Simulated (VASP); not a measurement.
# PbS (Fm-3m) in VASP: notebook

PbS is run at these levels: PBE; tasks: relaxation of cell and atoms.

All numbers are computed with VASP 6.6.1; they aren't measurements. Logs are shortened: lines on timing, memory, paths and dates and some standing lists are left out, and cuts for length are marked.

**1. The cell of the first run**

The structure is cubic, space group Fm-3m (No. 225). The conventional cell has a = 5.931 Å, b = 5.931 Å, c = 5.931 Å, α = 90.00°, β = 90.00°, γ = 90.00°. Within 3.9 Å of Pb (site symmetry m-3m) lie 6 S at 2.97 Å. S (site symmetry m-3m) has 6 Pb at 2.97 Å within 3.9 Å.

**2. Relaxation of cell and atoms, PBE, target pressure 30 GPa, at which the enthalpy is minimised**

Contents of INCAR:

```
ALGO = Normal
EDIFF = 1E-7
EDIFFG = -0.01
ENCUT = 500
GGA = PE
GGA_COMPAT = False
IBRION = 2
ISIF = 3
ISMEAR = -1
LASPH = True
LCHARG = False
LREAL = False
LWAVE = False
NELM = 120
NELMIN = 4
NSW = 80
PREC = Accurate
PSTRESS = 300.0
SIGMA = 0.1
```

Contents of KPOINTS:

```
k-points
0
Gamma
  6 6 6
```

Contents of POSCAR:

```
PbS
1.0
    0.0000000000      2.9657500000      2.9657500000
    2.9657500000      0.0000000000      2.9657500000
    2.9657500000      2.9657500000      0.0000000000
Pb S
1 1
Direct
    0.0000000000      0.0000000000      0.0000000000
    0.5000000000      0.5000000000      0.5000000000
```

Potentials or basis: VASP PAW PBE potentials, release 64 (Pb_d, S).

Started as:

```
$ cat potpaw_PBE.64/Pb_d/POTCAR potpaw_PBE.64/S/POTCAR > POTCAR
$ mpirun -np 1 vasp_std > vasp.out
```

OUTCAR:

```text
EDIFF = 1E-7
   EDIFFG = -0.01
   ENCUT = 500
   GGA = PE
   IBRION = 2
   ISIF = 3
   ISMEAR = -1
   LASPH = True
   LREAL = False
   NELM = 120
   NELMIN = 4
   NSW = 80
   PREC = Accurate
   PSTRESS = 300.0

 ion  position               nearest neighbor table
   1  0.000  0.000  0.000-   2 2.97   2 2.97   2 2.97   2 2.97   2 2.97   2 2.97
   2  0.500  0.500  0.500-   1 2.97   1 2.97   1 2.97   1 2.97   1 2.97   1 2.97

  LATTYP: Found a face centered cubic cell.
 ALAT       =     5.9315000000

  Lattice vectors:

 A1 = (   0.0000000000,   2.9657500000,   2.9657500000)
 A2 = (   2.9657500000,   0.0000000000,   2.9657500000)
 A3 = (   2.9657500000,   2.9657500000,   0.0000000000)

Analysis of symmetry for initial positions (statically):
=====================================================================
 Subroutine PRICEL returns:
 Original cell was already a primitive cell.

 Routine SETGRP: Setting up the symmetry group for a
 face centered cubic supercell.

 Subroutine GETGRP returns: Found 48 space group operations
 (whereof 48 operations were pure point group operations)
 out of a pool of 48 trial point group operations.

The static configuration has the point symmetry O_h .

Analysis of symmetry for dynamics (positions and initial velocities):
=====================================================================
 Subroutine PRICEL returns:
 Original cell was already a primitive cell.

 Routine SETGRP: Setting up the symmetry group for a
 face centered cubic supercell.

 Subroutine GETGRP returns: Found 48 space group operations
 (whereof 48 operations were pure point group operations)
 out of a pool of 48 trial point group operations.

The dynamic configuration has the point symmetry O_h .

 Subroutine INISYM returns: Found 48 space group operations
 (whereof 48 operations are pure point group operations),
 and found     1 'primitive' translations

----------------------------------------------------------------------------------------

                                     Primitive cell

  volume of cell :      52.1715

  direct lattice vectors                    reciprocal lattice vectors
     0.000000000  2.965750000  2.965750000    -0.168591419  0.168591419  0.168591419
     2.965750000  0.000000000  2.965750000     0.168591419 -0.168591419  0.168591419
     2.965750000  2.965750000  0.000000000     0.168591419  0.168591419 -0.168591419

  length of vectors
     4.194203873  4.194203873  4.194203873     0.292008903  0.292008903  0.292008903

  position of ions in fractional coordinates (direct lattice)
     0.000000000  0.000000000  0.000000000
     0.500000000  0.500000000  0.500000000

  ion indices of the primitive-cell ions
   primitive index   ion index
                 1           1
                 2           2

----------------------------------------------------------------------------------------

 KPOINTS: k-points

Automatic generation of k-mesh.
 Grid dimensions read from file:
 generate k-points for:    6    6    6

 Generating k-lattice:

  Cartesian coordinates                     Fractional coordinates (reciprocal lattice)
    -0.028098570  0.028098570  0.028098570     0.166666667  0.000000000  0.000000000
     0.028098570 -0.028098570  0.028098570     0.000000000  0.166666667  0.000000000
     0.028098570  0.028098570 -0.028098570     0.000000000  0.000000000  0.166666667

  Length of vectors
     0.048668150  0.048668150  0.048668150

  Shift w.r.t. Gamma in fractional coordinates (k-lattice)
     0.000000000  0.000000000  0.000000000

 Subroutine IBZKPT returns following result:
 ===========================================

 Found     16 irreducible k-points:

 Following reciprocal coordinates:
            Coordinates               Weight
  0.000000  0.000000  0.000000      1.000000
  0.166667  0.000000  0.000000      8.000000
  0.333333  0.000000  0.000000      8.000000
  0.500000  0.000000  0.000000      4.000000
  0.166667  0.166667  0.000000      6.000000
  0.333333  0.166667  0.000000     24.000000
[... 8 lines left out ...]
 -0.333333  0.333333  0.166667     24.000000
 -0.333333  0.500000  0.166667     12.000000
   k-points           NKPTS =     16   k-points in BZ     NKDIM =     16   number of bands    NBANDS=     14
   number of dos      NEDOS =    301   number of ions     NIONS =      2
   total plane-waves  NPLWV =  32768
   dimension x,y,z NGX =    32 NGY =   32 NGZ =   32
   dimension x,y,z NGXF=    64 NGYF=   64 NGZF=   64
   ions per type =               1   1
   NGX,Y,Z   is equivalent  to a cutoff of  12.68, 12.68, 12.68 a.u.
   NGXF,Y,Z  is equivalent  to a cutoff of  25.37, 25.37, 25.37 a.u.
 SYSTEM =  unknown system
   PREC   = accura    normal or accurate (medium, high low for compatibility)
   ISTART =      0    job   : 0-new  1-cont  2-samecut
   ICHARG =      2    charge: 1-file 2-atom 10-const
   ISPIN  =      1    spin polarized calculation?
   LNONCOLLINEAR =      F non collinear calculations
   LSORBIT =      F    spin-orbit coupling
   LASPH  =      T    aspherical Exc in radial PAW
   ENCUT  =  500.0 eV  36.75 Ry    6.06 a.u.   7.65  7.65  7.65*2*pi/ulx,y,z
   NELM   =    120;   NELMIN=  4; NELMDL= -5     # of ELM steps
   EDIFF  = 0.1E-06   stopping-criterion for ELM
   LREAL  =      F    real-space projection
   EDIFFG = -.1E-01   stopping-criterion for IOM
   NSW    =     80    number of steps for IOM
   IBRION =      2    ionic relax: 0-MD 1-quasi-New 2-CG
   NFREE  =      1    steps in history (QN), initial steepest desc. (CG)
   ISIF   =      3    stress and relaxation
   ISYM   =      2    0-nonsym 1-usesym 2-fastsym
   POTIM  = 0.5000    time-step for ionic-motion
   TEBEG  =    0.0;   TEEND  =   0.0 temperature during run
   PSTRESS=  300.0 pullay stress
   NELECT =      20.0000    total number of electrons
   NUPDOWN=      -1.0000    fix difference up-down
   EMIN   =  10.00;   EMAX   =-10.00  energy-range for DOS
   EFERMI =   0.00;   METHOD = LEGACY
   ISMEAR =    -1;   SIGMA  =   0.10  broadening in eV -4-tet -1-fermi 0-gaus
   EFERMI_NEDOS =   21; number of points for ismear=-14 and -15
   IALGO  =     38    algorithm
   IMIX   =      4    mixing-type and parameters
     AMIX     =   0.40;   BMIX     =  1.00
     AMIX_MAG =   1.60;   BMIX_MAG =  1.00
  volume/ion in A,a.u.               =      26.09       176.04
  Fermi-wavevector in a.u.,A,eV,Ry     =   1.189251  2.247359 19.242973  1.414319
  Thomas-Fermi vector in A             =   2.325363
   LORBIT       =      0    0 simple, 1 ext, 2 COOP (PROOUT), +10 PAW based schemes
   GGA     = PE    functional components
   LHFCALC =     F    Hartree Fock is set to
   AEXX    =    0.0000 exact exchange contribution
   IVDW    =     0    specifies the selected vdW correction
   LEPSILON=     F    determine dielectric tensor
   LRPA    =     F    only Hartree local field effects (RPA)
 conjugate gradient relaxation of ions
 non-spin polarized calculation
  energy-cutoff  :      500.00
  volume of cell :       52.17
 maximum number of plane-waves:      1363
 NGX is ok and might be reduce to    32
   NGX = 15   NGY = 15   NGZ = 15

--------------------------------------- Ionic step        1  -------------------------------------------

 number of electron      19.9999998 magnetization

 Free energy of the ion-electron system (eV)
  ---------------------------------------------------
  ext. energy  EPLUGINS =         0.00000000
  ---------------------------------------------------
  free energy    TOTEN  =        -8.75860913 eV

  energy without entropy =       -8.75557841  energy(sigma->0) =       -8.75709377

 E-fermi :   6.0018     XC(G=0):  -9.6846

 val. band max:        5.8180884127   @ k =   0.5000   0.0000   0.0000
 cond. band min:       6.1846178830   @ k =   0.5000   0.0000   0.0000
 fundamental gap:      0.3665294702
 Fermi energy:         6.0018284397

 k-point     1 :       0.0000    0.0000    0.0000
  band No.  band energies     occupation
      1     -11.0023      2.00000
      2     -11.0023      2.00000
      3     -11.0023      2.00000
      4     -10.9860      2.00000
      5     -10.9860      2.00000
      6      -7.7804      2.00000
      7      -0.2166      2.00000
      8       3.6435      2.00000
      9       3.6435      2.00000
     10       3.6435      2.00000
     11      11.0346      0.00000
     12      11.0346      0.00000
     13      11.0346      0.00000
     14      12.5507      0.00000
[... 675 lines left out ...]
  FREE ENERGIE OF THE ION-ELECTRON SYSTEM (eV)
  ---------------------------------------------------
  free  energy   TOTEN  =        -7.8429372859 eV

  energy  without entropy=       -7.8424723051  energy(sigma->0) =       -7.84270480

  enthalpy is  TOTEN    =        -0.2783320717 eV   P V=        7.5646052142

--------------------------------------- Ionic step        5  -------------------------------------------

 number of electron      20.0000001 magnetization

 Free energy of the ion-electron system (eV)
  ---------------------------------------------------
  ext. energy  EPLUGINS =         0.00000000
  ---------------------------------------------------
  free energy    TOTEN  =        -7.74984313 eV

  energy without entropy =       -7.74947101  energy(sigma->0) =       -7.74965707

 E-fermi :   9.8864     XC(G=0): -11.0239

 val. band max:        9.3653817618   @ k =   0.5000   0.0000   0.0000
 cond. band min:      10.4253017929   @ k =   0.5000   0.0000   0.0000
 fundamental gap:      1.0599200311
 Fermi energy:         9.8864230593

 k-point     1 :       0.0000    0.0000    0.0000
  band No.  band energies     occupation
      1      -7.6939      2.00000
      2      -7.6939      2.00000
      3      -7.6939      2.00000
      4      -7.6908      2.00000
      5      -7.6908      2.00000
      6      -6.6121      2.00000
      7       4.4461      2.00000
      8       6.1590      2.00000
      9       6.1590      2.00000
     10       6.1590      2.00000
     11      15.7764      0.00000
     12      15.7764      0.00000
     13      15.7764      0.00000
     14      15.9057      0.00000
[... 275 lines left out ...]
 POSITION                                       TOTAL-FORCE (eV/Angst)
 -----------------------------------------------------------------------------------
      0.00000     -0.00000      0.00000        -0.000000     -0.000000     -0.000000
      2.71181      2.71181      2.71181         0.000000      0.000000      0.000000
 -----------------------------------------------------------------------------------
    total drift:                                0.000000     -0.000000     -0.000000

  FREE ENERGIE OF THE ION-ELECTRON SYSTEM (eV)
  ---------------------------------------------------
  free  energy   TOTEN  =        -7.7498431344 eV

  energy  without entropy=       -7.7494710146  energy(sigma->0) =       -7.74965707

  enthalpy is  TOTEN    =        -0.2815794687 eV   P V=        7.4682636657

 reached required accuracy - stopping structural energy minimisation
```

Run time: 25 s. Hardware: 1 thread of Intel Xeon 6975P-C (Granite Rapids), shared host; peak memory 0.19 GiB.

What came out:

```
Free energy                                                : -7.7498 eV
Relaxed volume                                             : 19.94 Å³/atom
Relaxed cell                                               : a = 3.835 Å, b = 3.835 Å, c = 3.835 Å, α = 60.00°, β = 60.00°, γ = 60.00°
Space group after relaxing (to 0.1 Å)                      : Fm-3m (No. 225)
Energy change on relaxing (the run minimises the enthalpy) : +504.4 meV/atom
Ionic steps                                                : 5
Pressure after relaxing                                    : 30.0 GPa
Band gap on the k mesh                                     : 1.06 eV
```

Step by step:
```tsv
step	energy change (eV)	largest force (eV/Å)	pressure (GPa)	volume (Å³)
1	0.0000	0.0000	2.08	52.17
2	9.5078	0.0000	206.06	24.83
3	0.7586	0.0000	24.45	41.36
4	0.9157	0.0000	27.98	40.40
5	1.0088	0.0000	30.02	39.88
```

Final structure:
```
Pb S
1.0
     0.00000    2.71181    2.71181
     2.71181    0.00000    2.71181
     2.71181    2.71181    0.00000
Pb S
1 1
Direct
  0.00000 0.00000 0.00000
  0.50000 0.50000 0.50000
```

Levels at points of the mesh, in eV from the valence-band top:
| k point | band 7 | band 8 | band 9 | band 10 | band 11 | band 12 | band 13 | band 14 |
| --- | --- | --- | --- | --- | --- | --- | --- | --- |
| (0.00, 0.00, 0.00) | -4.92 | -3.21 | -3.21 | -3.21 | 6.41 | 6.41 | 6.41 | 6.54 |
| (0.50, 0.00, 0.00) | -10.36 | -2.49 | -2.49 | 0.00 | 1.06 | 1.65 | 1.65 | 9.98 |
| (0.50, 0.50, 0.00) | -7.35 | -7.25 | -4.96 | -4.96 | 3.02 | 6.99 | 7.29 | 7.29 |

Caveat: the cell is relaxed towards a set pressure, so the run minimises the enthalpy, not the energy; the volume moved by over 15 % at a fixed basis, so the end points are rough; spin-orbit coupling is left out, which moves the levels of the heavy elements. A k mesh can miss the band edges.

**3. Relaxation of cell and atoms, PBE, target pressure 40 GPa, at which the enthalpy is minimised**

Contents of INCAR:

```
PREC = Accurate
ENCUT = 500
EDIFF = 1E-7
ISMEAR = -1
SIGMA = 0.1
LREAL = F
LASPH = T
NELM = 120
ALGO = Normal
ISIF = 3
LWAVE = F
LCHARG = F
GGA = PE
IBRION = 2
NSW = 80
EDIFFG = -0.01
PSTRESS = 400.0
GGA_COMPAT = F
NELMIN = 4
```

Contents of KPOINTS:

```
regular mesh
0
Gamma
  6 6 6
```

POSCAR is that of step 2.

Potentials or basis: VASP PAW PBE potentials, release 64 (Pb_d, S).

Started as:

```
$ cat potpaw_PBE.64/Pb_d/POTCAR potpaw_PBE.64/S/POTCAR > POTCAR
$ mpirun -np 1 vasp_std > vasp.out
```

Wall time 59 s (1 thread of Intel Xeon 6975P-C (Granite Rapids), shared host); peak memory 0.19 GiB.

The run converged. Its results:

```
Free energy                                                : -7.2796 eV
Relaxed volume                                             : 18.86 Å³/atom
Relaxed cell                                               : a = 3.764 Å, b = 3.764 Å, c = 3.764 Å, α = 60.00°, β = 60.00°, γ = 60.00°
Space group after relaxing (to 0.1 Å)                      : Fm-3m (No. 225)
Energy change on relaxing (the run minimises the enthalpy) : +739.5 meV/atom
Ionic steps                                                : 17
Pressure after relaxing                                    : 40.0 GPa
Band gap on the k mesh                                     : 1.44 eV (least direct gap 1.48 eV)
```

Step by step:
| step | energy change (eV) | largest force (eV/Å) | pressure (GPa) | volume (Å³) |
| --- | --- | --- | --- | --- |
| 1 | 0.0000 | 0.0000 | 2.08 | 52.17 |
| 2 | 24.2058 | 0.0000 | 559.86 | 18.06 |
| 3 | 0.8591 | 0.0000 | 26.72 | 40.73 |
| 4 | 1.1492 | 0.0000 | 33.05 | 39.17 |
| 5 | 1.4904 | 0.0000 | 40.24 | 37.67 |
| 6 | 1.4263 | 0.0000 | 38.90 | 37.93 |
| 7 | 1.4294 | 0.0000 | 38.97 | 37.92 |
| 8 | 1.4389 | 0.0000 | 39.17 | 37.88 |
| 9 | 1.4391 | 0.0000 | 39.17 | 37.88 |
| 10 | 1.4395 | 0.0000 | 39.17 | 37.88 |
| 11 | 1.4403 | 0.0000 | 39.19 | 37.88 |
| 12 | 1.4420 | 0.0000 | 39.23 | 37.87 |
| 13 | 1.4454 | 0.0000 | 39.30 | 37.86 |
| 14 | 1.4522 | 0.0000 | 39.44 | 37.83 |
| 15 | 1.4659 | 0.0000 | 39.73 | 37.77 |
| 16 | 1.4935 | 0.0000 | 40.30 | 37.66 |
| 17 | 1.4790 | 0.0000 | 40.00 | 37.72 |

Final structure:
```xyz
2
Lattice="0.0000 2.6618 2.6618 2.6618 0.0000 2.6618 2.6618 2.6618 0.0000" Properties=species:S:1:pos:R:3 pbc="T T T"
Pb    0.0000    0.0000    0.0000
S     2.6618    2.6618    2.6618
```

Levels at points of the mesh, in eV from the valence-band top:
```csv
k point,band 6,band 7,band 8,band 9,band 10,band 11,band 12,band 13,band 14
"(0.00, 0.00, 0.00)",-16.47,-4.53,-3.35,-3.35,-3.35,6.43,6.43,6.43,6.93
"(0.50, 0.00, 0.00)",-14.26,-10.67,-2.52,-2.52,-0.02,1.46,1.64,1.64,9.71
"(0.50, 0.50, 0.00)",-12.79,-7.77,-7.18,-5.22,-5.22,2.92,7.40,7.75,7.75
```

Caveat: the cell is relaxed towards a set pressure, so the run minimises the enthalpy, not the energy; the volume moved by over 15 % at a fixed basis, so the end points are rough; spin-orbit coupling is left out, which moves the levels of the heavy elements. A k mesh can miss the band edges.
